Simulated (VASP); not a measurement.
# MgO (P6_3mc) in VASP: a series of runs

Runs on MgO. Level: PBEsol. Tasks: single point.

Program: VASP 6.6.1. These are calculated values, not measurements. Logs are shortened: lines on timing, memory, paths and dates and some standing lists are left out, and cuts for length are marked.

## 1. The cell of the first run

It takes space group P6_3mc (No. 186, hexagonal). Conventional cell: a = 3.072 Å, b = 3.072 Å, c = 5.220 Å, α = 90.00°, β = 90.00°, γ = 120.00°. Mg (site symmetry 3m) has 4 O at 1.85 to 2.07 Å within 2.5 Å. Within 2.5 Å of O (site symmetry 3m) lie 4 Mg at 1.85 to 2.07 Å.

## 2. Single point, PBEsol

Input file INCAR:

```
PREC     = Accurate       # precision mode
ENCUT    = 520            # plane-wave cutoff, eV
EDIFF    = 1E-6           # SCF threshold, eV
ISMEAR   = 0              # smearing method
SIGMA    = 0.05           # smearing width, eV
LREAL    = F              # projectors in reciprocal space
LASPH    = T              # aspherical terms in the spheres
NELM     = 60             # most SCF steps
ALGO     = Normal         # electronic algorithm
ISIF     = 2              # what is computed and relaxed
LWAVE    = F              # write WAVECAR
LCHARG   = T              # write CHGCAR
GGA      = PS             # functional
LELF     = T              # ELF
LVHAR    = T            
NBANDS   = 16             # bands
```

Input file KPOINTS:

```
regular mesh
0
Gamma
  9 9 6
```

Input file POSCAR:

```
MgO
1.0
    3.0722000000      0.0000000000      0.0000000000
   -1.5361000000      2.6606032455      0.0000000000
    0.0000000000      0.0000000000      5.2202000000
Mg O
2 2
Direct
    0.3333333333      0.6666666667      0.0036583380
    0.6666666667      0.3333333333      0.5036583380
    0.3333333333      0.6666666667      0.4009416620
    0.6666666667      0.3333333333      0.9009416620
```

Potentials or basis: VASP PAW PBE potentials, release 64 (Mg, O).

The run is started by

```sh
cat potpaw_PBE.64/Mg/POTCAR potpaw_PBE.64/O/POTCAR > POTCAR
mpirun -np 1 vasp_std > vasp.out
```

OUTCAR:

```text
PREC = Accurate
   ENCUT = 520
   EDIFF = 1E-6
   ISMEAR = 0
   LREAL = F
   LASPH = T
   NELM = 60
   ISIF = 2
   GGA = PS

 ion  position               nearest neighbor table
   1  0.333  0.667  0.004-   4 1.85   4 1.85   4 1.85   3 2.07   2 3.16   2 3.16   2 3.16   2 3.16
                             2 3.16   2 3.16
   2  0.667  0.333  0.504-   3 1.85   3 1.85   3 1.85   4 2.07   1 3.16   1 3.16   1 3.16   1 3.16
                             1 3.16   1 3.16
   3  0.333  0.667  0.401-   2 1.85   2 1.85   2 1.85   1 2.07
   4  0.667  0.333  0.901-   1 1.85   1 1.85   1 1.85   2 2.07

  LATTYP: Found a hexagonal cell.
 ALAT       =     3.0722000000
 C/A-ratio  =     1.6991732309

  Lattice vectors:

 A1 = (   3.0722000000,   0.0000000000,   0.0000000000)
 A2 = (  -1.5361000000,   2.6606032455,   0.0000000000)
 A3 = (   0.0000000000,   0.0000000000,   5.2202000000)

Analysis of symmetry for initial positions (statically):
=====================================================================
 Subroutine PRICEL returns:
 Original cell was already a primitive cell.

 Routine SETGRP: Setting up the symmetry group for a
 hexagonal supercell.

 Subroutine GETGRP returns: Found 12 space group operations
 (whereof  6 operations were pure point group operations)
 out of a pool of 24 trial point group operations.

The static configuration has the point symmetry C_3v.
 The point group associated with its full space group is C_6v.

Analysis of symmetry for dynamics (positions and initial velocities):
=====================================================================
 Subroutine PRICEL returns:
 Original cell was already a primitive cell.

 Routine SETGRP: Setting up the symmetry group for a
 hexagonal supercell.

 Subroutine GETGRP returns: Found 12 space group operations
 (whereof  6 operations were pure point group operations)
 out of a pool of 24 trial point group operations.

The dynamic configuration has the point symmetry C_3v.
 The point group associated with its full space group is C_6v.

 Subroutine INISYM returns: Found 12 space group operations
 (whereof  6 operations are pure point group operations),
 and found     1 'primitive' translations

----------------------------------------------------------------------------------------

                                     Primitive cell

  volume of cell :      42.6694

  direct lattice vectors                    reciprocal lattice vectors
     3.072200000  0.000000000  0.000000000     0.325499642  0.187927306  0.000000000
    -1.536100000  2.660603245  0.000000000     0.000000000  0.375854612  0.000000000
     0.000000000  0.000000000  5.220200000     0.000000000  0.000000000  0.191563542

  length of vectors
     3.072200000  3.072200000  5.220200000     0.375854612  0.375854612  0.191563542

  position of ions in fractional coordinates (direct lattice)
     0.333333333  0.666666667  0.003658338
     0.666666667  0.333333333  0.503658338
     0.333333333  0.666666667  0.400941662
     0.666666667  0.333333333  0.900941662

  ion indices of the primitive-cell ions
   primitive index   ion index
                 1           1
                 2           2
                 3           3
                 4           4

----------------------------------------------------------------------------------------

 KPOINTS: regular mesh

Automatic generation of k-mesh.
 Grid dimensions read from file:
 generate k-points for:    9    9    6

 Generating k-lattice:

  Cartesian coordinates                     Fractional coordinates (reciprocal lattice)
     0.036166627  0.020880812  0.000000000     0.111111111  0.000000000  0.000000000
     0.000000000  0.041761624  0.000000000     0.000000000  0.111111111  0.000000000
     0.000000000  0.000000000  0.031927257     0.000000000  0.000000000  0.166666667

  Length of vectors
     0.041761624  0.041761624  0.031927257

  Shift w.r.t. Gamma in fractional coordinates (k-lattice)
     0.000000000  0.000000000  0.000000000

 Subroutine IBZKPT returns following result:
 ===========================================

 Found     48 irreducible k-points:

 Following reciprocal coordinates:
            Coordinates               Weight
  0.000000  0.000000  0.000000      1.000000
  0.111111 -0.000000  0.000000      6.000000
  0.222222 -0.000000  0.000000      6.000000
  0.333333 -0.000000  0.000000      6.000000
  0.444444 -0.000000  0.000000      6.000000
  0.111111  0.111111  0.000000      6.000000
[... 16 lines left out ...]
  0.333333  0.222222  0.166667     24.000000
  0.333333  0.333333  0.166667      4.000000
 [... further k-points ...]
   k-points           NKPTS =     48   k-points in BZ     NKDIM =     48   number of bands    NBANDS=     16
   number of dos      NEDOS =    301   number of ions     NIONS =      4
   total plane-waves  NPLWV =  23040
   dimension x,y,z NGX =    24 NGY =   24 NGZ =   40
   dimension x,y,z NGXF=    48 NGYF=   48 NGZF=   80
   ions per type =               2   2
   NGX,Y,Z   is equivalent  to a cutoff of  12.99, 12.99, 12.74 a.u.
   NGXF,Y,Z  is equivalent  to a cutoff of  25.97, 25.97, 25.48 a.u.
 SYSTEM =  unknown system
   PREC   = accura    normal or accurate (medium, high low for compatibility)
   ISTART =      0    job   : 0-new  1-cont  2-samecut
   ICHARG =      2    charge: 1-file 2-atom 10-const
   ISPIN  =      1    spin polarized calculation?
   LNONCOLLINEAR =      F non collinear calculations
   LSORBIT =      F    spin-orbit coupling
   LASPH  =      T    aspherical Exc in radial PAW
   ENCUT  =  520.0 eV  38.22 Ry    6.18 a.u.   5.71  5.71  9.71*2*pi/ulx,y,z
   NELM   =     60;   NELMIN=  2; NELMDL= -5     # of ELM steps
   EDIFF  = 0.1E-05   stopping-criterion for ELM
   LREAL  =      F    real-space projection
   EDIFFG = 0.1E-04   stopping-criterion for IOM
   NSW    =      0    number of steps for IOM
   IBRION =     -1    ionic relax: 0-MD 1-quasi-New 2-CG
   NFREE  =      0    steps in history (QN), initial steepest desc. (CG)
   ISIF   =      2    stress and relaxation
   ISYM   =      2    0-nonsym 1-usesym 2-fastsym
   POTIM  = 0.5000    time-step for ionic-motion
   TEBEG  =    0.0;   TEEND  =   0.0 temperature during run
   PSTRESS=    0.0 pullay stress
   NELECT =      16.0000    total number of electrons
   NUPDOWN=      -1.0000    fix difference up-down
   EMIN   =  10.00;   EMAX   =-10.00  energy-range for DOS
   EFERMI =   0.00;   METHOD = LEGACY
   ISMEAR =     0;   SIGMA  =   0.05  broadening in eV -4-tet -1-fermi 0-gaus
   EFERMI_NEDOS =   21; number of points for ismear=-14 and -15
   IALGO  =     38    algorithm
   IMIX   =      4    mixing-type and parameters
     AMIX     =   0.40;   BMIX     =  1.00
     AMIX_MAG =   1.60;   BMIX_MAG =  1.00
  volume/ion in A,a.u.               =      10.67        71.99
  Fermi-wavevector in a.u.,A,eV,Ry     =   1.180527  2.230872 18.961677  1.393644
  Thomas-Fermi vector in A             =   2.316818
   LORBIT       =      0    0 simple, 1 ext, 2 COOP (PROOUT), +10 PAW based schemes
   GGA     = PS    functional components
   LHFCALC =     F    Hartree Fock is set to
   AEXX    =    0.0000 exact exchange contribution
   IVDW    =     0    specifies the selected vdW correction
   LEPSILON=     F    determine dielectric tensor
   LRPA    =     F    only Hartree local field effects (RPA)
 non-spin polarized calculation
 Gauss-broadening in eV      SIGMA  =   0.05
  energy-cutoff  :      520.00
  volume of cell :       42.67
 maximum number of plane-waves:      1184
 NGX is ok and might be reduce to    24

 number of electron      16.0000005 magnetization

 Free energy of the ion-electron system (eV)
  ---------------------------------------------------
  ext. energy  EPLUGINS =         0.00000000
  ---------------------------------------------------
  free energy    TOTEN  =       -23.99121616 eV

  energy without entropy =      -23.99121616  energy(sigma->0) =      -23.99121616

 E-fermi :   1.5230     XC(G=0): -10.4213

 val. band max:        1.2911338446   @ k =   0.0000   0.0000   0.0000
 cond. band min:       5.4633396147   @ k =   0.0000   0.0000   0.0000
 fundamental gap:      4.1722057701
 Fermi energy:         1.5229566176

 k-point     1 :       0.0000    0.0000    0.0000
  band No.  band energies     occupation
      1     -14.9482      2.00000
      2     -14.1664      2.00000
      3      -2.2577      2.00000
      4       1.0089      2.00000
      5       1.0089      2.00000
      6       1.2006      2.00000
[... 8 lines left out ...]
     15      19.9261      0.00000
     16      19.9261      0.00000

 k-point     2 :       0.1111   -0.0000    0.0000
  band No.  band energies     occupation
      1     -14.8624      2.00000
      2     -14.1197      2.00000
      3      -2.1058      2.00000
      4       0.6005      2.00000
      5       0.7855      2.00000
      6       0.9264      2.00000
[... 8 lines left out ...]
     15      18.7111      0.00000
     16      19.5496      0.00000

 k-point     3 :       0.2222   -0.0000    0.0000
  band No.  band energies     occupation
      1     -14.6324      2.00000
      2     -14.0040      2.00000
      3      -1.6773      2.00000
      4      -0.3833      2.00000
      5       0.0848      2.00000
      6       0.7552      2.00000
[... 8 lines left out ...]
     15      17.7299      0.00000
     16      18.8503      0.00000

 k-point     4 :       0.3333   -0.0000    0.0000
  band No.  band energies     occupation
      1     -14.3381      2.00000
      2     -13.8865      2.00000
      3      -1.2958      2.00000
      4      -1.0559      2.00000
      5      -0.5824      2.00000
      6       0.5884      2.00000
[... 8 lines left out ...]
     15      17.0581      0.00000
     16      19.0896      0.00000
[... 324 lines left out ...]
 k-point    22 :       0.2222    0.2222    0.1667
  band No.  band energies     occupation
      1     -14.1732      2.00000
      2     -13.8672      2.00000
      3      -1.3098      2.00000
      4      -1.1031      2.00000
      5      -0.2176      2.00000
      6       0.1518      2.00000
[... 8 lines left out ...]
     15      16.4270      0.00000
     16      19.7659      0.00000

 k-point    23 :       0.3333    0.2222    0.1667
  band No.  band energies     occupation
      1     -13.9857      2.00000
      2     -13.8375      2.00000
      3      -1.5146      2.00000
      4      -0.9500      2.00000
      5      -0.3424      2.00000
      6       0.1035      2.00000
[... 8 lines left out ...]
     15      16.0052      0.00000
     16      19.8356      0.00000

 k-point    24 :       0.3333    0.3333    0.1667
  band No.  band energies     occupation
      1     -13.8744      2.00000
      2     -13.8744      2.00000
      3      -1.3199      2.00000
      4      -0.6942      2.00000
      5      -0.6942      2.00000
      6      -0.2615      2.00000
[... 8 lines left out ...]
     15      15.6109      0.00000
     16      21.1365      0.00000

 [... further k-points ...]
[... 5 lines left out ...]
  --------------------------------------------------------------------------------------
  -------------------------------------------------------------------------------------
  Total        8.2320602      8.2320602     -0.2247438      0.0000000      0.0000000      0.0000000
  in kB      309.1023998    309.1023998     -8.4388158      0.0000000      0.0000000      0.0000000
  external PRESSURE =     203.2553279 kB  Pullay stress =       0.0000000 kB

 VOLUME and BASIS-vectors are now :
 -----------------------------------------------------------------------------
  energy-cutoff  :      520.00
  volume of cell :       42.67
      direct lattice vectors                 reciprocal lattice vectors
     3.072200000  0.000000000  0.000000000     0.325499642  0.187927306  0.000000000
    -1.536100000  2.660603245  0.000000000     0.000000000  0.375854612  0.000000000
     0.000000000  0.000000000  5.220200000     0.000000000  0.000000000  0.191563542

 POSITION                                       TOTAL-FORCE (eV/Angst)
 -----------------------------------------------------------------------------------
     -0.00000      1.77374      0.01910         0.000000      0.000000      1.245771
      1.53610      0.88687      2.62920        -0.000000      0.000000      1.245771
     -0.00000      1.77374      2.09300         0.000000     -0.000000     -1.245771
      1.53610      0.88687      4.70310        -0.000000      0.000000     -1.245771
 -----------------------------------------------------------------------------------
    total drift:                               -0.000000     -0.000000     -0.000462

  FREE ENERGIE OF THE ION-ELECTRON SYSTEM (eV)
  ---------------------------------------------------
  free  energy   TOTEN  =       -23.9912161626 eV

  energy  without entropy=      -23.9912161626  energy(sigma->0) =      -23.99121616
```

Run time: 17 s. Hardware: 1 thread of AMD EPYC 9R45 (Zen 5), shared host; peak memory 0.14 GiB.

What came out:

| Property | Result |
| --- | --- |
| Free energy | -23.9912 eV |
| Pressure | 20.3 GPa |
| Largest force | 1.246 eV/Å |
| Band gap on the k mesh | 4.17 eV, direct |

Forces in eV/Å, atoms in the order of the input:
```
Mg   0.000  0.000  1.246
Mg   0.000  0.000  1.246
O    0.000  0.000 -1.246
O    0.000  0.000 -1.246
```

Stress tensor (GPa, compression positive):
```
30.91  0.00  0.00
 0.00 30.91  0.00
 0.00  0.00 -0.84
```

Caveat: the PAW data sets were made with another functional, which shifts forces and pressure a little.

## 3. Single point, PBEsol

This run uses another cell than the first one, of the same volume but with other edges.

Input file INCAR:

```
SYSTEM = MgO
PREC = Accurate ; ENCUT = 520
EDIFF = 1E-7 ; ISMEAR = 0
SIGMA = 0.05 ; LREAL = .False.
LASPH = .True. ; NELM = 100
ALGO = Normal ; ISIF = 2
LWAVE = .False. ; LCHARG = .False.
GGA = PS ; NBANDS = 16
```

Input file KPOINTS:

```
regular mesh
0
Gamma
  9 9 6
  0 0 0
```

Input file POSCAR:

```
MgO
1.0
    3.1300000000      0.0000000000      0.0000000000
   -1.5650000000      2.7106595138      0.0000000000
    0.0000000000      0.0000000000      5.0193879762
Mg O
2 2
Direct
    0.3333333333      0.6666666667      0.0036583380
    0.6666666667      0.3333333333      0.5036583380
    0.3333333333      0.6666666667      0.4009416620
    0.6666666667      0.3333333333      0.9009416620
```

Potentials or basis: VASP PAW PBE potentials, release 64 (Mg, O).

The run is started by

```sh
cat potpaw_PBE.64/Mg/POTCAR potpaw_PBE.64/O/POTCAR > POTCAR
mpirun -np 1 vasp_std > vasp.out
```

Run time: 16 s. Hardware: 1 thread of AMD EPYC 9R45 (Zen 5), shared host; peak memory 0.14 GiB.

The run converged. Its results:

```yaml
Free_energy: -24.2332 eV
Pressure: 17.7 GPa
Largest_force: 0.643 eV/Å
Band_gap_on_the_k_mesh: 4.08 eV, direct
```

Forces in eV/Å, atoms in the order of the input:
```
Mg   0.000  0.000  0.643
Mg   0.000  0.000  0.643
O    0.000  0.000 -0.643
O    0.000  0.000 -0.643
```

Stress tensor (GPa, compression positive):
```
23.42  0.00  0.00
 0.00 23.42  0.00
 0.00  0.00  6.26
```

Levels at points of the mesh, in eV from the valence-band top:
| k point | band 6 | band 7 | band 8 | band 9 | band 10 | band 11 |
| --- | --- | --- | --- | --- | --- | --- |
| (0.00, 0.00, 0.00) | -0.30 | -0.30 | 0.00 | 4.08 | 9.42 | 10.84 |
| (0.00, 0.00, 0.50) | -0.43 | -0.43 | -0.43 | 6.66 | 6.66 | 13.74 |

Caveat: the PAW data sets were made with another functional, which shifts forces and pressure a little. A k mesh can miss the band edges.

(Continued in part 2 of 2.)
